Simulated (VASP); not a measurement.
A run of VASP 6.6.1 is set up as follows.

Contents of INCAR:

```
PREC = Accurate
ENCUT = 520
EDIFF = 1E-6
ISMEAR = -1
SIGMA = 0.05
LREAL = Auto
LASPH = True
NELM = 100
ALGO = Normal
ISIF = 2
LWAVE = False
LCHARG = True
GGA = PS
LELF = True
LVHAR = True
NBANDS = 166
```

KPOINTS

```
Automatic mesh
0
Gamma
  1 1 1
```

The input POSCAR:

```
BN
1.0
    7.7885180000      0.0000000000      0.0000000000
    0.0000000000      7.7885180000      0.0000000000
    0.0000000000      0.0000000000      7.7885180000
B N
32 32
Direct
    0.1190290000      0.2483480000      0.1235010000
    0.5800340000      0.4263470000      0.5771510000
    0.9581150000      0.7168840000      0.9696040000
    0.0981240000      0.5042330000      0.7234600000
    0.6338510000      0.1489980000      0.7291070000
    0.5150460000      0.6415580000      0.1636330000
    0.5678040000      0.4218820000      0.8805310000
    0.5285790000      0.2395210000      0.1908100000
    0.2082370000      0.5311370000      0.1862720000
    0.2457900000      0.1369650000      0.8372970000
    0.3171340000      0.2950740000      0.4004130000
    0.1554660000      0.8305080000      0.8341870000
    0.8995780000      0.2651280000      0.8942840000
    0.5756120000      0.2556650000      0.3992080000
    0.3627430000      0.5833330000      0.9009780000
    0.5652770000      0.7193470000      0.4615710000
    0.0689600000      0.0430980000      0.3558410000
    0.6398830000      0.8823610000      0.9569280000
    0.4779100000      0.9227630000      0.2141290000
    0.3402140000      0.3054680000      0.7604870000
    0.4278910000      0.0922040000      0.9589470000
    0.7445060000      0.9914860000      0.4657220000
    0.7929240000      0.3725630000      0.0585320000
    0.9363000000      0.7753740000      0.6308940000
    0.0356250000      0.0403440000      0.0401280000
    0.8844330000      0.2716070000      0.5726940000
    0.7600000000      0.5211560000      0.3509660000
    0.1749690000      0.0387750000      0.6284720000
    0.1794020000      0.4359720000      0.4752020000
    0.4150020000      0.0147150000      0.4815460000
    0.0155080000      0.7045450000      0.3157400000
    0.2510730000      0.7736530000      0.3753980000
    0.0651810000      0.8729740000      0.9845820000
    0.0809930000      0.1986010000      0.9342500000
    0.3458410000      0.6120090000      0.0794220000
    0.0498600000      0.6818360000      0.7631510000
    0.4287980000      0.0842500000      0.1445600000
    0.5873270000      0.0870140000      0.5192140000
    0.5346990000      0.6000460000      0.8177880000
    0.4230810000      0.8467620000      0.3991370000
    0.6005770000      0.3581190000      0.0539150000
    0.1818400000      0.5995910000      0.3744620000
    0.5796920000      0.0336070000      0.8742230000
    0.2736790000      0.9482350000      0.7564290000
    0.8600190000      0.4836720000      0.1854360000
    0.5430350000      0.6030430000      0.6305110000
    0.7296450000      0.8192050000      0.4284840000
    0.0009680000      0.9679460000      0.6171700000
    0.9184850000      0.0729790000      0.4880250000
    0.5274130000      0.3121600000      0.7269220000
    0.1118030000      0.8655560000      0.3225710000
    0.2545220000      0.4646380000      0.8032570000
    0.0147990000      0.1223060000      0.1986270000
    0.9917340000      0.6050340000      0.1348740000
    0.8659570000      0.6953520000      0.4427010000
    0.7852760000      0.7839960000      0.8864450000
    0.0332280000      0.3958860000      0.5862170000
    0.8150710000      0.2158940000      0.7428090000
    0.2370320000      0.3466390000      0.2155930000
    0.5734130000      0.8129150000      0.1103240000
    0.5771640000      0.5828040000      0.3260490000
    0.7317620000      0.3666280000      0.4725750000
    0.2502120000      0.1122280000      0.4603290000
    0.7789750000      0.8130310000      0.7286230000
```

Potentials or basis: VASP PAW PBE potentials, release 64 (B, N).

The run is started by

```console
$ cat potpaw_PBE.64/B/POTCAR potpaw_PBE.64/N/POTCAR > POTCAR
$ mpirun -np 1 vasp_gam > vasp.out
```

Q: What does it give for the pressure?

A: 9.0 GPa.

Q: What does it give for the largest force?

A: 0.231 eV/Å.

Q: Estimate the band gap on the k mesh.

A: 0.77 eV.

Forces in eV/Å, atoms in the order of the input:
```
B    0.023  0.047 -0.004
B   -0.011 -0.009 -0.016
B   -0.022 -0.047  0.008
B   -0.010 -0.002  0.008
B   -0.007 -0.029 -0.023
B    0.006 -0.027 -0.006
B    0.022 -0.004  0.035
B   -0.012  0.029  0.012
B   -0.018  0.020 -0.023
B    0.003  0.005  0.007
B    0.010 -0.002 -0.008
B    0.043 -0.018 -0.016
B    0.006  0.023  0.032
B   -0.005  0.004  0.000
B   -0.014  0.027  0.006
B   -0.027  0.011  0.047
B    0.003  0.025  0.014
B    0.005 -0.006  0.005
B   -0.018  0.003  0.032
B   -0.013 -0.018 -0.005
B   -0.035  0.016 -0.019
B   -0.012  0.006 -0.007
B    0.024 -0.010 -0.007
B    0.006 -0.004 -0.043
B   -0.012 -0.048 -0.008
B    0.008 -0.005 -0.036
B    0.038 -0.002  0.009
B    0.002  0.027 -0.016
B    0.017  0.006 -0.005
B    0.006  0.010  0.018
B   -0.034 -0.024 -0.016
B    0.059 -0.002  0.010
N   -0.004  0.044  0.033
N    0.011  0.024 -0.038
N   -0.014  0.006  0.007
N    0.000 -0.017  0.008
N   -0.011 -0.007  0.020
N    0.009  0.008  0.017
N    0.010  0.032  0.023
N   -0.004 -0.027 -0.008
N   -0.018 -0.008  0.008
N    0.009 -0.029  0.031
N    0.021 -0.002 -0.018
N    0.031 -0.017  0.020
N   -0.036 -0.034  0.013
N    0.008  0.041 -0.050
N   -0.031  0.041 -0.002
N    0.022 -0.052  0.044
N   -0.039  0.061 -0.036
N   -0.001 -0.011 -0.014
N   -0.018  0.042 -0.007
N   -0.013  0.000 -0.003
N   -0.029 -0.003  0.037
N    0.048  0.032 -0.016
N    0.039 -0.052  0.002
N    0.004 -0.039  0.219
N   -0.017 -0.021  0.000
N   -0.009 -0.014 -0.008
N    0.011 -0.017  0.003
N    0.014 -0.004 -0.016
N   -0.010 -0.023 -0.013
N    0.030 -0.011  0.000
N   -0.025  0.017 -0.013
N   -0.022  0.037 -0.227
```

Caveat: the k points lie up to 0.81 Å⁻¹ apart; the standard files for N, O and F lose accuracy on very short bonds; the PAW data sets were made with another functional, which shifts forces and pressure a little.
